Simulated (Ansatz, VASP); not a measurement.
# FeGe in VASP and in Ansatz

```
CELL_PARAMETERS angstrom
0.00000 2.49159 2.49159
2.49159 0.00000 2.49159
2.49159 2.49159 0.00000
ATOMIC_POSITIONS crystal
Fe 0.00000 0.00000 0.00000
Ge 0.50000 0.50000 0.50000
```

Alike in both runs: task single point; functional PBE; k mesh 14 × 14 × 14; occupations fermi-dirac, width 0.05 eV; collinear spin.

|  | VASP | Ansatz |
| --- | --- | --- |
| version | VASP 6.6.1 | Ansatz 0.2.0 |
| potentials or method | VASP PAW PBE potentials, release 64 (Fe, Ge_d), cutoff 520 eV | all-electron LAPW, scalar-relativistic |

```csv
,VASP,Ansatz,Ansatz less VASP
pressure (GPa),-2.1,-1.8,+0.21
net moment per atom (μB),1.09,1.10,+0.017
size of the moment on the site where the two differ most (μB),2.28,2.32,+0.044
```

Site moments also hang on the region over which each program counts them. Ansatz ran all-electron here, and VASP with PAW potentials.
